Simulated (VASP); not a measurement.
Wanted: the native input for a VASP 6.6.1 run.

```
Task                   : single point
Functional             : PBE
Potentials or basis    : VASP PAW PBE potentials, release 64 (As_d)
Cutoff                 : 510 eV
k mesh                 : 8 × 8 × 6
Occupations            : fermi-dirac, width 0.05 eV
Spin                   : no spin polarisation
Dipole correction      : no
Further INCAR settings : ALGO = Normal; EDIFF = 1e-06; NBANDS = 38
```

The structure of As lies in POSCAR:

```
As
1.0
    1.8250000000     -5.5000000000      0.0000000000
    1.8250000000      5.5000000000      0.0000000000
    0.0000000000      0.0000000000      4.4700000000
As
4
Direct
    0.3753660000      0.6033550000      0.5586570000
    0.8865400000      0.1052810000      0.9396570000
    0.6182930000      0.3925030000      0.4395750000
    0.1142740000      0.8924760000      0.0569400000
```

This cell differs from its parent crystal: atoms moved at random.

One way to write it, as run:

INCAR

```
SYSTEM = As
PREC     = Accurate       ! precision mode
ENCUT    = 510            ! plane-wave cutoff, eV
EDIFF    = 1E-6           ! SCF threshold, eV
ISMEAR   = -1             ! smearing method
SIGMA    = 0.05           ! smearing width, eV
LREAL    = .False.        ! projectors in reciprocal space
LASPH    = .True.         ! aspherical terms in the spheres
NELM     = 120            ! most SCF steps
ALGO     = Normal         ! electronic algorithm
ISIF     = 2              ! what is computed and relaxed
LWAVE    = .False.        ! write WAVECAR
LCHARG   = .True.         ! write CHGCAR
GGA      = PE             ! functional
LELF     = .True.         ! ELF
LVHAR    = .True.       
NBANDS   = 38             ! bands
GGA_COMPAT= .False.
```

KPOINTS

```
Automatic mesh
0
Gamma
  8 8 6
  0 0 0
```

Potentials or basis: VASP PAW PBE potentials, release 64 (As_d).

Command:

```sh
$ cat potpaw_PBE.64/As_d/POTCAR > POTCAR
$ mpirun -np 1 vasp_std > vasp.out
```

Results of the run:

| Item | Value |
| --- | --- |
| Pressure | 2.2 GPa |
| Largest force | 0.388 eV/Å |
| Band gap on the k mesh | zero (filled and empty bands touch) |

Caveat: the cell differs from its parent crystal (atoms moved at random).

Wall time 8.9 min on 1 thread of Intel(R) Xeon(R) Platinum 8488C (Sapphire Rapids), on a shared host, peak memory 0.58 GiB.
